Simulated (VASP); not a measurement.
# Pt (I4/mmm) in VASP: a series of runs

Pt is run at these levels: r2SCAN; tasks: single point.

Everything below comes from runs of VASP 6.6.1. Logs are shortened: lines on timing, memory, paths and dates and some standing lists are left out, and cuts for length are marked.

## 1. The cell of the first run

Symmetry: I4/mmm, No. 139, tetragonal system. The conventional cell has a = 2.847 Å, b = 2.847 Å, c = 3.704 Å, α = 90.00°, β = 90.00°, γ = 90.00°. Within 3.6 Å of Pt (site symmetry 4/mmm) lie 12 Pt at 2.74 to 2.85 Å.

## 2. Single point, r2SCAN

File POSCAR:

```
Pt
1.0
    0.0000000000      2.0130809107      1.8520344378
    2.0130809107      0.0000000000      1.8520344378
    2.0130809107      2.0130809107      0.0000000000
Pt
1
Direct
    0.0000000000      0.0000000000      0.0000000000
```

File INCAR.step1:

```
SYSTEM = Pt
ALGO = Normal
EDIFF = 1E-4
ENCUT = 520
GGA = PE
ISMEAR = 0
LASPH = .True.
LCHARG = .False.
LREAL = .False.
LWAVE = .True.
NBANDS = 11
NELM = 60
PREC = Accurate
SIGMA = 0.15
```

File INCAR.step2:

```
SYSTEM = Pt
ALGO = Normal
EDIFF = 1E-6
ENCUT = 520
ISIF = 2
ISMEAR = 0
ISTART = 1
LASPH = .True.
LCHARG = .True.
LELF = .True.
LMIXTAU = .True.
LREAL = .False.
LVHAR = .True.
LWAVE = .False.
METAGGA = R2SCAN
NBANDS = 11
NELM = 60
PREC = Accurate
SIGMA = 0.15
```

File KPOINTS:

```
k-points
0
Gamma
  24 24 24
  0 0 0
```

Potentials or basis: VASP PAW PBE potentials, release 64 (Pt).

The run is started by

```
> cat potpaw_PBE.64/Pt/POTCAR > POTCAR
> cp INCAR.step1 INCAR
> mpirun -np 1 vasp_std > vasp.out
> cp INCAR.step2 INCAR
> mpirun -np 1 vasp_std > vasp.out
```

OUTCAR:

```text
SYSTEM = Pt
   EDIFF = 1E-6
   ENCUT = 520
   ISIF = 2
   ISMEAR = 0
   ISTART = 1
   LASPH = .True.
   LREAL = .False.
   METAGGA = R2SCAN
   NELM = 60
   PREC = Accurate

 ion  position               nearest neighbor table
   1  0.000  0.000  0.000-

  LATTYP: Found a body centered tetragonal cell.
 ALAT       =     2.8469263261
 C/A-ratio  =     1.3010764774

  Lattice vectors:

 A1 = (   0.0000000000,  -2.0130809107,  -1.8520344378)
 A2 = (   0.0000000000,   2.0130809107,  -1.8520344378)
 A3 = (   2.0130809107,   0.0000000000,   1.8520344378)

Analysis of symmetry for initial positions (statically):
=====================================================================
 Subroutine PRICEL returns:
 Original cell was already a primitive cell.

 Routine SETGRP: Setting up the symmetry group for a
 body centered tetragonal supercell.

 Subroutine GETGRP returns: Found 16 space group operations
 (whereof 16 operations were pure point group operations)
 out of a pool of 16 trial point group operations.

The static configuration has the point symmetry D_4h.

Analysis of symmetry for dynamics (positions and initial velocities):
=====================================================================
 Subroutine PRICEL returns:
 Original cell was already a primitive cell.

 Routine SETGRP: Setting up the symmetry group for a
 body centered tetragonal supercell.

 Subroutine GETGRP returns: Found 16 space group operations
 (whereof 16 operations were pure point group operations)
 out of a pool of 16 trial point group operations.

The dynamic configuration has the point symmetry D_4h.

 Subroutine INISYM returns: Found 16 space group operations
 (whereof 16 operations are pure point group operations),
 and found     1 'primitive' translations

----------------------------------------------------------------------------------------

                                     Primitive cell

  volume of cell :      15.0107

  direct lattice vectors                    reciprocal lattice vectors
     0.000000000  2.013080911  1.852034438    -0.248375511  0.248375511  0.269973382
     2.013080911  0.000000000  1.852034438     0.248375511 -0.248375511  0.269973382
     2.013080911  2.013080911  0.000000000     0.248375511  0.248375511 -0.269973382

  length of vectors
     2.735420683  2.735420683  2.846926326     0.443019656  0.443019656  0.443019656

  position of ions in fractional coordinates (direct lattice)
     0.000000000  0.000000000  0.000000000

  ion indices of the primitive-cell ions
   primitive index   ion index
                 1           1

----------------------------------------------------------------------------------------

 KPOINTS: k-points

Automatic generation of k-mesh.
 Grid dimensions read from file:
 generate k-points for:   24   24   24

 Generating k-lattice:

  Cartesian coordinates                     Fractional coordinates (reciprocal lattice)
    -0.010348980  0.010348980  0.011248891     0.041666667 -0.000000000  0.000000000
     0.010348980 -0.010348980  0.011248891    -0.000000000  0.041666667  0.000000000
     0.010348980  0.010348980 -0.011248891     0.000000000  0.000000000  0.041666667

  Length of vectors
     0.018459152  0.018459152  0.018459152

  Shift w.r.t. Gamma in fractional coordinates (k-lattice)
     0.000000000  0.000000000  0.000000000

 Subroutine IBZKPT returns following result:
 ===========================================

 Found   1063 irreducible k-points:

 Following reciprocal coordinates:
            Coordinates               Weight
  0.000000  0.000000  0.000000      1.000000
  0.041667 -0.000000  0.000000      8.000000
  0.083333 -0.000000  0.000000      8.000000
  0.125000 -0.000000  0.000000      8.000000
  0.166667 -0.000000  0.000000      8.000000
  0.208333 -0.000000  0.000000      8.000000
[... 16 lines left out ...]
  0.416667  0.041667  0.000000      8.000000
  0.458333  0.041667  0.000000      8.000000
 [... further k-points ...]
   k-points           NKPTS =   1063   k-points in BZ     NKDIM =   1063   number of bands    NBANDS=     11
   number of dos      NEDOS =    301   number of ions     NIONS =      1
   total plane-waves  NPLWV =   9600
   dimension x,y,z NGX =    20 NGY =   20 NGZ =   24
   dimension x,y,z NGXF=    40 NGYF=   40 NGZF=   48
   ions per type =               1
   NGX,Y,Z   is equivalent  to a cutoff of  12.16, 12.16, 14.01 a.u.
   NGXF,Y,Z  is equivalent  to a cutoff of  24.31, 24.31, 28.03 a.u.
 SYSTEM =  Pt
   PREC   = accura    normal or accurate (medium, high low for compatibility)
   ISTART =      1    job   : 0-new  1-cont  2-samecut
   ICHARG =      0    charge: 1-file 2-atom 10-const
   ISPIN  =      1    spin polarized calculation?
   LNONCOLLINEAR =      F non collinear calculations
   LSORBIT =      F    spin-orbit coupling
   LASPH  =      T    aspherical Exc in radial PAW
   ENCUT  =  520.0 eV  38.22 Ry    6.18 a.u.   5.09  5.09  5.29*2*pi/ulx,y,z
   NELM   =     60;   NELMIN=  2; NELMDL=  0     # of ELM steps
   EDIFF  = 0.1E-05   stopping-criterion for ELM
   LREAL  =      F    real-space projection
   EDIFFG = 0.1E-04   stopping-criterion for IOM
   NSW    =      0    number of steps for IOM
   IBRION =     -1    ionic relax: 0-MD 1-quasi-New 2-CG
   NFREE  =      0    steps in history (QN), initial steepest desc. (CG)
   ISIF   =      2    stress and relaxation
   ISYM   =      2    0-nonsym 1-usesym 2-fastsym
   POTIM  = 0.5000    time-step for ionic-motion
   TEBEG  =    0.0;   TEEND  =   0.0 temperature during run
   PSTRESS=    0.0 pullay stress
   NELECT =      10.0000    total number of electrons
   NUPDOWN=      -1.0000    fix difference up-down
   EMIN   =  10.00;   EMAX   =-10.00  energy-range for DOS
   EFERMI =   0.00;   METHOD = LEGACY
   ISMEAR =     0;   SIGMA  =   0.15  broadening in eV -4-tet -1-fermi 0-gaus
   EFERMI_NEDOS =   21; number of points for ismear=-14 and -15
   IALGO  =     38    algorithm
   IMIX   =      4    mixing-type and parameters
     AMIX     =   0.40;   BMIX     =  1.00
     AMIX_MAG =   1.60;   BMIX_MAG =  1.00
  volume/ion in A,a.u.               =      15.01       101.30
  Fermi-wavevector in a.u.,A,eV,Ry     =   1.429797  2.701924 27.814648  2.044319
  Thomas-Fermi vector in A             =   2.549712
   LORBIT       =      0    0 simple, 1 ext, 2 COOP (PROOUT), +10 PAW based schemes
   METAGGA = R2SCAN    functional components
   LHFCALC =     F    Hartree Fock is set to
   AEXX    =    0.0000 exact exchange contribution
   IVDW    =     0    specifies the selected vdW correction
   LEPSILON=     F    determine dielectric tensor
   LRPA    =     F    only Hartree local field effects (RPA)
 non-spin polarized calculation
 Gauss-broadening in eV      SIGMA  =   0.15
  energy-cutoff  :      520.00
  volume of cell :       15.01
 maximum number of plane-waves:       427
   NGX = 11   NGY = 11   NGZ = 11

 number of electron      10.0000000 magnetization

 Free energy of the ion-electron system (eV)
  ---------------------------------------------------
  ext. energy  EPLUGINS =         0.00000000
  ---------------------------------------------------
  free energy    TOTEN  =       -51.48822680 eV

  energy without entropy =      -51.46878913  energy(sigma->0) =      -51.47850796

 E-fermi :  11.0629     XC(G=0): -14.6649

 val. band max:       11.0606274855   @ k =  -0.2917   0.3333   0.2083
 cond. band min:      11.0634131944   @ k =   0.5000   0.5000   0.0000
 fundamental gap:      0.0027857089
 Fermi energy:        11.0628585276

 k-point     1 :       0.0000    0.0000    0.0000
  band No.  band energies     occupation
      1       0.5593      2.00000
      2       6.8880      2.00000
      3       6.8880      2.00000
      4       7.8261      2.00000
      5       8.7628      2.00000
      6       9.8242      2.00000
      7      26.7051      0.00000
      8      31.0471      0.00000
      9      31.0471      0.00000
     10      33.3664      0.00000
     11      37.8313      0.00000

 k-point     2 :       0.0417   -0.0000    0.0000
  band No.  band energies     occupation
      1       0.6332      2.00000
      2       6.8830      2.00000
      3       6.9173      2.00000
      4       7.8255      2.00000
      5       8.7550      2.00000
      6       9.8004      2.00000
      7      26.8181      0.00000
      8      30.8873      0.00000
      9      31.1569      0.00000
     10      33.2035      0.00000
     11      38.3033      0.00000

 k-point     3 :       0.0833   -0.0000    0.0000
  band No.  band energies     occupation
      1       0.8509      2.00000
      2       6.8599      2.00000
      3       6.9958      2.00000
      4       7.8353      2.00000
      5       8.7420      2.00000
      6       9.7362      2.00000
      7      27.1387      0.00000
      8      30.2871      0.00000
      9      31.4815      0.00000
     10      33.1345      0.00000
     11      39.1520      0.00000

 k-point     4 :       0.1250   -0.0000    0.0000
  band No.  band energies     occupation
      1       1.2002      2.00000
      2       6.8088      2.00000
      3       7.0944      2.00000
      4       7.8748      2.00000
      5       8.7570      2.00000
      6       9.6528      2.00000
      7      27.6052      0.00000
      8      29.2819      0.00000
      9      32.0058      0.00000
     10      33.4600      0.00000
     11      38.4400      0.00000
[... 239 lines left out ...]
 k-point    22 :       0.3750    0.0417    0.0000
  band No.  band energies     occupation
      1       3.5134      2.00000
      2       6.8413      2.00000
      3       7.7262      2.00000
      4       8.1740      2.00000
      5      10.3876      2.00000
      6      10.7790      1.99256
      7      20.9229      0.00000
      8      27.0417      0.00000
      9      31.5358      0.00000
     10      34.0494      0.00000
     11      37.7799      0.00000

 k-point    23 :       0.4167    0.0417    0.0000
  band No.  band energies     occupation
      1       3.5556      2.00000
      2       6.7431      2.00000
      3       7.6304      2.00000
      4       8.9532      2.00000
      5      10.8583      1.94617
      6      11.1261      0.55079
      7      19.3634      0.00000
      8      26.6134      0.00000
      9      30.7756      0.00000
     10      33.1264      0.00000
     11      38.6610      0.00000

 k-point    24 :       0.4583    0.0417    0.0000
  band No.  band energies     occupation
      1       3.5569      2.00000
      2       6.6735      2.00000
      3       7.5550      2.00000
      4       9.6106      2.00000
      5      11.3508      0.00663
      6      11.3566      0.00561
      7      18.0713      0.00000
      8      26.3310      0.00000
      9      30.3000      0.00000
     10      32.4434      0.00000
     11      39.4118      0.00000

 [... further k-points ...]
[... 5 lines left out ...]
  --------------------------------------------------------------------------------------
  -------------------------------------------------------------------------------------
  Total        0.4665409      0.4665409      0.9742533      0.0000000      0.0000000     -0.0000000
  in kB       49.7965019     49.7965019    103.9874545      0.0000000      0.0000000     -0.0000000
  external PRESSURE =      67.8601527 kB  Pullay stress =       0.0000000 kB

 VOLUME and BASIS-vectors are now :
 -----------------------------------------------------------------------------
  energy-cutoff  :      520.00
  volume of cell :       15.01
      direct lattice vectors                 reciprocal lattice vectors
     0.000000000  2.013080911  1.852034438    -0.248375511  0.248375511  0.269973382
     2.013080911  0.000000000  1.852034438     0.248375511 -0.248375511  0.269973382
     2.013080911  2.013080911  0.000000000     0.248375511  0.248375511 -0.269973382

 POSITION                                       TOTAL-FORCE (eV/Angst)
 -----------------------------------------------------------------------------------
      0.00000      0.00000      0.00000         0.000000     -0.000000      0.000000
 -----------------------------------------------------------------------------------
    total drift:                                0.000000     -0.000000      0.000000

  FREE ENERGIE OF THE ION-ELECTRON SYSTEM (eV)
  ---------------------------------------------------
  free  energy   TOTEN  =       -51.4882267993 eV

  energy  without entropy=      -51.4687891284  energy(sigma->0) =      -51.47850796
```

Wall time 3.4 min (1 thread of Intel Xeon 6975P-C (Granite Rapids), shared host); peak memory 0.28 GiB.

What came out:

```
Free energy            : -51.4882 eV
Pressure               : 6.8 GPa
Band gap on the k mesh : zero (band 5 reaches 11.97 eV, above the bottom of band 6 at 9.18 eV)
```

Levels at points of the mesh, in eV from the Fermi level:
```tsv
k point	band 3	band 4	band 5	band 6	band 7	band 8
(0.00, 0.00, 0.00)	-4.17	-3.24	-2.30	-1.24	15.64	19.98
(0.50, 0.00, 0.00)	-3.49	-0.26	-0.22	0.35	6.29	15.00
(0.50, 0.50, 0.00)	0.00	0.61	0.61	3.18	10.98	11.06
(0.50, 0.00, 0.50)	-0.10	0.13	0.91	1.46	8.74	12.38
```

Caveat: the PAW data sets were made with another functional, which shifts forces and pressure a little; spin-orbit coupling is left out, which moves the levels of the heavy elements.

## 3. Single point, r2SCAN

This run uses another cell than the first one, of the same volume but with other edges.

File POSCAR:

```
Pt
1.0
    0.0000000000      1.8966751085      2.0863426194
    1.8966751085      0.0000000000      2.0863426194
    1.8966751085      1.8966751085      0.0000000000
Pt
1
Direct
    0.0000000000      0.0000000000      0.0000000000
```

File INCAR.step1:

```
SYSTEM = Pt
ALGO = Normal
EDIFF = 1E-4
ENCUT = 520
GGA = PE
ISMEAR = 0
LASPH = .TRUE.
LCHARG = .FALSE.
LREAL = .FALSE.
LWAVE = .TRUE.
NBANDS = 11
NELM = 100
PREC = Accurate
SIGMA = 0.15
```

File INCAR.step2:

```
SYSTEM = Pt
ALGO = Normal
EDIFF = 1E-6
ENCUT = 520
ISIF = 2
ISMEAR = 0
ISTART = 1
LASPH = .TRUE.
LCHARG = .FALSE.
LMIXTAU = .TRUE.
LREAL = .FALSE.
LWAVE = .FALSE.
METAGGA = R2SCAN
NBANDS = 11
NELM = 100
PREC = Accurate
SIGMA = 0.15
```

File KPOINTS:

```
k-points
0
G
  24 24 24
  0 0 0
```

Potentials or basis: VASP PAW PBE potentials, release 64 (Pt).

The run is started by

```
> cat potpaw_PBE.64/Pt/POTCAR > POTCAR
> cp INCAR.step1 INCAR
> mpirun -np 1 vasp_std > vasp.out
> cp INCAR.step2 INCAR
> mpirun -np 1 vasp_std > vasp.out
```

Wall time 2.7 min (1 thread of Intel Xeon 6975P-C (Granite Rapids), shared host); peak memory 0.29 GiB.

The run converged. Its results:

| Quantity | Value |
| --- | --- |
| Free energy | -51.4694 eV |
| Pressure | 7.5 GPa |
| Band gap on the k mesh | zero (band 5 reaches 12.21 eV, above the bottom of band 6 at 9.36 eV) |

Stress tensor (GPa, compression positive):
```
11.73  0.00  0.00
 0.00 11.73  0.00
 0.00  0.00 -0.93
```

Levels at points of the mesh, in eV from the Fermi level:
```csv
k point,band 3,band 4,band 5,band 6,band 7,band 8
"(0.00, 0.00, 0.00)",-3.44,-3.44,-2.46,-1.06,15.68,19.17
"(0.50, 0.00, 0.00)",-3.44,-0.24,-0.18,0.31,6.33,14.86
"(0.50, 0.50, 0.00)",0.09,0.49,0.49,0.82,7.78,13.33
"(0.50, 0.00, 0.50)",-0.13,0.02,1.15,2.67,10.39,11.30
```

Caveat: the PAW data sets were made with another functional, which shifts forces and pressure a little; spin-orbit coupling is left out, which moves the levels of the heavy elements.
